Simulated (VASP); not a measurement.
# BAs (F-43m) in VASP: further runs

Runs on BAs. Level: r2SCAN. Tasks: relaxation of cell and atoms, single point.

Everything below comes from runs of VASP 6.6.1. Logs are shortened: lines on timing, memory, paths and dates and some standing lists are left out, and cuts for length are marked.

## 1. The cell of the first run

It takes space group F-43m (No. 216, cubic). Conventional cell: a = 4.777 Å, b = 4.777 Å, c = 4.777 Å, α = 90.00°, β = 90.00°, γ = 90.00°. Within 2.7 Å of B (site symmetry -43m) lie 4 As at 2.07 Å. Within 2.7 Å of As (site symmetry -43m) lie 4 B at 2.07 Å.

## 2. Relaxation of cell and atoms, r2SCAN

POSCAR

```
BAs
1.0
    0.0000000000      2.3885000000      2.3885000000
    2.3885000000      0.0000000000      2.3885000000
    2.3885000000      2.3885000000      0.0000000000
B As
1 1
Direct
    0.0000000000      0.0000000000      0.0000000000
    0.7500000000      0.7500000000      0.7500000000
```

INCAR.step1

```
PREC = Accurate ; ENCUT = 600
ISMEAR = 0 ; SIGMA = 0.02
LREAL = False ; LASPH = True
NELM = 100 ; GGA = PE
ALGO = Normal ; EDIFF = 1E-4
LWAVE = True ; LCHARG = False
```

INCAR.step2

```
PREC = Accurate ; ENCUT = 600
EDIFF = 1E-7 ; ISMEAR = 0
SIGMA = 0.02 ; LREAL = False
LASPH = True ; NELM = 100
ALGO = Normal ; ISIF = 3
LWAVE = False ; LCHARG = False
METAGGA = R2SCAN ; LMIXTAU = True
IBRION = 2 ; NSW = 100
EDIFFG = -0.005 ; ISTART = 1
```

KPOINTS

```
regular mesh
0
Gamma
  10 10 10
```

Potentials or basis: VASP PAW PBE potentials, release 64 (B, As).

Launch:

```bash
$ cat potpaw_PBE.64/B/POTCAR potpaw_PBE.64/As/POTCAR > POTCAR
$ cp INCAR.step1 INCAR
$ mpirun -np 1 vasp_std > vasp.out
$ cp INCAR.step2 INCAR
$ mpirun -np 1 vasp_std > vasp.out
```

OUTCAR:

```text
PREC = Accurate
   ENCUT = 600
   EDIFF = 1E-7
   ISMEAR = 0
   LREAL = False
   LASPH = True
   NELM = 100
   ISIF = 3
   METAGGA = R2SCAN
   IBRION = 2
   NSW = 100
   EDIFFG = -0.005
   ISTART = 1

 ion  position               nearest neighbor table
   1  0.000  0.000  0.000-   2 2.07   2 2.07   2 2.07   2 2.07
   2  0.750  0.750  0.750-   1 2.07   1 2.07   1 2.07   1 2.07

  LATTYP: Found a face centered cubic cell.
 ALAT       =     4.7770000000

  Lattice vectors:

 A1 = (   0.0000000000,   2.3885000000,   2.3885000000)
 A2 = (   2.3885000000,   0.0000000000,   2.3885000000)
 A3 = (   2.3885000000,   2.3885000000,   0.0000000000)

Analysis of symmetry for initial positions (statically):
=====================================================================
 Subroutine PRICEL returns:
 Original cell was already a primitive cell.

 Routine SETGRP: Setting up the symmetry group for a
 face centered cubic supercell.

 Subroutine GETGRP returns: Found 24 space group operations
 (whereof 24 operations were pure point group operations)
 out of a pool of 48 trial point group operations.

The static configuration has the point symmetry T_d .

Analysis of symmetry for dynamics (positions and initial velocities):
=====================================================================
 Subroutine PRICEL returns:
 Original cell was already a primitive cell.

 Routine SETGRP: Setting up the symmetry group for a
 face centered cubic supercell.

 Subroutine GETGRP returns: Found 24 space group operations
 (whereof 24 operations were pure point group operations)
 out of a pool of 48 trial point group operations.

The dynamic configuration has the point symmetry T_d .

 Subroutine INISYM returns: Found 24 space group operations
 (whereof 24 operations are pure point group operations),
 and found     1 'primitive' translations

----------------------------------------------------------------------------------------

                                     Primitive cell

  volume of cell :      27.2525

  direct lattice vectors                    reciprocal lattice vectors
     0.000000000  2.388500000  2.388500000    -0.209336404  0.209336404  0.209336404
     2.388500000  0.000000000  2.388500000     0.209336404 -0.209336404  0.209336404
     2.388500000  2.388500000  0.000000000     0.209336404  0.209336404 -0.209336404

  length of vectors
     3.377849094  3.377849094  3.377849094     0.362581287  0.362581287  0.362581287

  position of ions in fractional coordinates (direct lattice)
     0.000000000  0.000000000  0.000000000
     0.750000000  0.750000000  0.750000000

  ion indices of the primitive-cell ions
   primitive index   ion index
                 1           1
                 2           2

----------------------------------------------------------------------------------------

 KPOINTS: regular mesh

Automatic generation of k-mesh.
 Grid dimensions read from file:
 generate k-points for:   10   10   10

 Generating k-lattice:

  Cartesian coordinates                     Fractional coordinates (reciprocal lattice)
    -0.020933640  0.020933640  0.020933640     0.100000000  0.000000000  0.000000000
     0.020933640 -0.020933640  0.020933640     0.000000000  0.100000000  0.000000000
     0.020933640  0.020933640 -0.020933640     0.000000000  0.000000000  0.100000000

  Length of vectors
     0.036258129  0.036258129  0.036258129

  Shift w.r.t. Gamma in fractional coordinates (k-lattice)
     0.000000000  0.000000000  0.000000000

 Subroutine IBZKPT returns following result:
 ===========================================

 Found     47 irreducible k-points:

 Following reciprocal coordinates:
            Coordinates               Weight
  0.000000  0.000000  0.000000      1.000000
  0.100000  0.000000  0.000000      8.000000
  0.200000  0.000000  0.000000      8.000000
  0.300000  0.000000  0.000000      8.000000
  0.400000  0.000000  0.000000      8.000000
  0.500000  0.000000  0.000000      4.000000
[... 16 lines left out ...]
  0.300000  0.300000  0.000000      6.000000
  0.400000  0.300000  0.000000     24.000000
 [... further k-points ...]
   k-points           NKPTS =     47   k-points in BZ     NKDIM =     47   number of bands    NBANDS=      8
   number of dos      NEDOS =    301   number of ions     NIONS =      2
   total plane-waves  NPLWV =  21952
   dimension x,y,z NGX =    28 NGY =   28 NGZ =   28
   dimension x,y,z NGXF=    56 NGYF=   56 NGZF=   56
   ions per type =               1   1
   NGX,Y,Z   is equivalent  to a cutoff of  13.78, 13.78, 13.78 a.u.
   NGXF,Y,Z  is equivalent  to a cutoff of  27.56, 27.56, 27.56 a.u.
 SYSTEM =  unknown system
   PREC   = accura    normal or accurate (medium, high low for compatibility)
   ISTART =      1    job   : 0-new  1-cont  2-samecut
   ICHARG =      0    charge: 1-file 2-atom 10-const
   ISPIN  =      1    spin polarized calculation?
   LNONCOLLINEAR =      F non collinear calculations
   LSORBIT =      F    spin-orbit coupling
   LASPH  =      T    aspherical Exc in radial PAW
   ENCUT  =  600.0 eV  44.10 Ry    6.64 a.u.   6.75  6.75  6.75*2*pi/ulx,y,z
   NELM   =    100;   NELMIN=  2; NELMDL=  0     # of ELM steps
   EDIFF  = 0.1E-06   stopping-criterion for ELM
   LREAL  =      F    real-space projection
   EDIFFG = -.5E-02   stopping-criterion for IOM
   NSW    =    100    number of steps for IOM
   IBRION =      2    ionic relax: 0-MD 1-quasi-New 2-CG
   NFREE  =      1    steps in history (QN), initial steepest desc. (CG)
   ISIF   =      3    stress and relaxation
   ISYM   =      2    0-nonsym 1-usesym 2-fastsym
   POTIM  = 0.5000    time-step for ionic-motion
   TEBEG  =    0.0;   TEEND  =   0.0 temperature during run
   PSTRESS=    0.0 pullay stress
   NELECT =       8.0000    total number of electrons
   NUPDOWN=      -1.0000    fix difference up-down
   EMIN   =  10.00;   EMAX   =-10.00  energy-range for DOS
   EFERMI =   0.00;   METHOD = LEGACY
   ISMEAR =     0;   SIGMA  =   0.02  broadening in eV -4-tet -1-fermi 0-gaus
   EFERMI_NEDOS =   21; number of points for ismear=-14 and -15
   IALGO  =     38    algorithm
   IMIX   =      4    mixing-type and parameters
     AMIX     =   0.40;   BMIX     =  1.00
     AMIX_MAG =   1.60;   BMIX_MAG =  1.00
  volume/ion in A,a.u.               =      13.63        91.95
  Fermi-wavevector in a.u.,A,eV,Ry     =   1.088018  2.056057 16.106360  1.183784
  Thomas-Fermi vector in A             =   2.224191
   LORBIT       =      0    0 simple, 1 ext, 2 COOP (PROOUT), +10 PAW based schemes
   METAGGA = R2SCAN    functional components
   LHFCALC =     F    Hartree Fock is set to
   AEXX    =    0.0000 exact exchange contribution
   IVDW    =     0    specifies the selected vdW correction
   LEPSILON=     F    determine dielectric tensor
   LRPA    =     F    only Hartree local field effects (RPA)
 conjugate gradient relaxation of ions
 non-spin polarized calculation
 Gauss-broadening in eV      SIGMA  =   0.02
  energy-cutoff  :      600.00
  volume of cell :       27.25
 maximum number of plane-waves:       941
   NGX = 13   NGY = 13   NGZ = 13

--------------------------------------- Ionic step        1  -------------------------------------------

 number of electron       8.0000000 magnetization

 Free energy of the ion-electron system (eV)
  ---------------------------------------------------
  ext. energy  EPLUGINS =         0.00000000
  ---------------------------------------------------
  free energy    TOTEN  =       -22.25708714 eV

  energy without entropy =      -22.25708714  energy(sigma->0) =      -22.25708714

------------------------ aborting loop because EDIFF is reached ----------------------------------------

  FORCE on cell =-STRESS in cart. coord.  units (eV):
  Direction    XX          YY          ZZ          XY          YZ          ZX
  --------------------------------------------------------------------------------------
  -------------------------------------------------------------------------------------
  Total        0.1460187      0.1460187      0.1460187      0.0000000      0.0000000      0.0000000
  in kB        8.5844647      8.5844647      8.5844647      0.0000000      0.0000000      0.0000000
  external PRESSURE =       8.5844647 kB  Pullay stress =       0.0000000 kB

 VOLUME and BASIS-vectors are now :
 -----------------------------------------------------------------------------
  energy-cutoff  :      600.00
  volume of cell :       27.25
      direct lattice vectors                 reciprocal lattice vectors
     0.000000000  2.388500000  2.388500000    -0.209336404  0.209336404  0.209336404
     2.388500000  0.000000000  2.388500000     0.209336404 -0.209336404  0.209336404
     2.388500000  2.388500000  0.000000000     0.209336404  0.209336404 -0.209336404
[... 37 lines left out ...]
 POSITION                                       TOTAL-FORCE (eV/Angst)
 -----------------------------------------------------------------------------------
      0.00000      0.00000      0.00000        -0.000000     -0.000000     -0.000000
      3.59537      3.59537      3.59537         0.000000      0.000000      0.000000
 -----------------------------------------------------------------------------------
    total drift:                                0.000000      0.000000      0.000000

  FREE ENERGIE OF THE ION-ELECTRON SYSTEM (eV)
  ---------------------------------------------------
  free  energy   TOTEN  =       -22.2572496939 eV

  energy  without entropy=      -22.2572496939  energy(sigma->0) =      -22.25724969

--------------------------------------- Ionic step        3  -------------------------------------------

 number of electron       8.0000000 magnetization

 Free energy of the ion-electron system (eV)
  ---------------------------------------------------
  ext. energy  EPLUGINS =         0.00000000
  ---------------------------------------------------
  free energy    TOTEN  =       -22.25751224 eV

  energy without entropy =      -22.25751224  energy(sigma->0) =      -22.25751224

 E-fermi :   6.1306     XC(G=0): -11.1067

 val. band max:        5.9576896494   @ k =   0.0000   0.0000   0.0000
 cond. band min:       7.3345799871   @ k =   0.4000   0.4000   0.0000
 fundamental gap:      1.3768903378
 Fermi energy:         6.1306269423

 k-point     1 :       0.0000    0.0000    0.0000
  band No.  band energies     occupation
      1     -10.1444      2.00000
      2       5.9577      2.00000
      3       5.9577      2.00000
      4       5.9577      2.00000
      5       9.3967      0.00000
      6       9.3967      0.00000
      7       9.3967      0.00000
      8      11.0321      0.00000

 k-point     2 :       0.1000    0.0000    0.0000
  band No.  band energies     occupation
      1      -9.9728      2.00000
      2       4.4919      2.00000
      3       5.6382      2.00000
      4       5.6382      2.00000
      5       9.6184      0.00000
      6       9.8182      0.00000
      7       9.8182      0.00000
      8      11.9210      0.00000
[... 221 lines left out ...]
 k-point    23 :       0.3000    0.3000    0.0000
  band No.  band energies     occupation
      1      -8.1384      2.00000
      2       0.4578      2.00000
      3       2.6066      2.00000
      4       2.6066      2.00000
      5       7.5497      0.00000
      6       9.9425      0.00000
      7      14.9094      0.00000
      8      14.9094      0.00000

 k-point    24 :       0.4000    0.3000    0.0000
  band No.  band energies     occupation
      1      -7.3731      2.00000
      2      -0.8555      2.00000
      3       1.7992      2.00000
      4       2.2951      2.00000
      5       7.8675      0.00000
      6       9.6660      0.00000
      7      15.3305      0.00000
      8      15.5634      0.00000

 [... further k-points ...]
[... 5 lines left out ...]
  --------------------------------------------------------------------------------------
  -------------------------------------------------------------------------------------
  Total        0.0023359      0.0023359      0.0023359      0.0000000      0.0000000      0.0000000
  in kB        0.1365249      0.1365249      0.1365249      0.0000000      0.0000000      0.0000000
  external PRESSURE =       0.1365249 kB  Pullay stress =       0.0000000 kB

 VOLUME and BASIS-vectors are now :
 -----------------------------------------------------------------------------
  energy-cutoff  :      600.00
  volume of cell :       27.41
      direct lattice vectors                 reciprocal lattice vectors
     0.000000000  2.393176918  2.393176918    -0.208927303  0.208927303  0.208927303
     2.393176918  0.000000000  2.393176918     0.208927303 -0.208927303  0.208927303
     2.393176918  2.393176918  0.000000000     0.208927303  0.208927303 -0.208927303

 POSITION                                       TOTAL-FORCE (eV/Angst)
 -----------------------------------------------------------------------------------
      0.00000      0.00000      0.00000        -0.000000     -0.000000     -0.000000
      3.58977      3.58977      3.58977         0.000000      0.000000      0.000000
 -----------------------------------------------------------------------------------
    total drift:                                0.000000      0.000000      0.000000

  FREE ENERGIE OF THE ION-ELECTRON SYSTEM (eV)
  ---------------------------------------------------
  free  energy   TOTEN  =       -22.2575122442 eV

  energy  without entropy=      -22.2575122442  energy(sigma->0) =      -22.25751224

 reached required accuracy - stopping structural energy minimisation
```

Run time: 63 s. Hardware: 1 thread of Intel Xeon 6975P-C (Granite Rapids), shared host; peak memory 0.17 GiB.

Results:

* Free energy: -22.2575 eV
* Relaxed volume: 13.71 Å³/atom
* Relaxed cell: a = 3.384 Å, b = 3.384 Å, c = 3.384 Å, α = 60.00°, β = 60.00°, γ = 60.00°
* Space group after relaxing (to 0.05 Å): F-43m (No. 216)
* Energy gained by relaxing: 0.2 meV/atom
* Ionic steps: 3
* Pressure after relaxing: 0.0 GPa
* Band gap on the k mesh: 1.38 eV, indirect (least direct gap 3.44 eV)

Step by step:
```csv
step,energy change (eV),largest force (eV/Å),pressure (GPa),volume (Å³)
1,0.0000,0.0000,0.86,27.25
2,-0.0002,0.0000,-0.65,27.54
3,-0.0004,0.0000,0.01,27.41
```

Final structure:
```
B As
1.0
     0.00000    2.39318    2.39318
     2.39318    0.00000    2.39318
     2.39318    2.39318    0.00000
B As
1 1
Direct
  0.00000 0.00000 0.00000
  0.75000 0.75000 0.75000
```

Caveat: the PAW data sets were made with another functional, which shifts forces and pressure a little.

(Continued in part 2 of 2.)
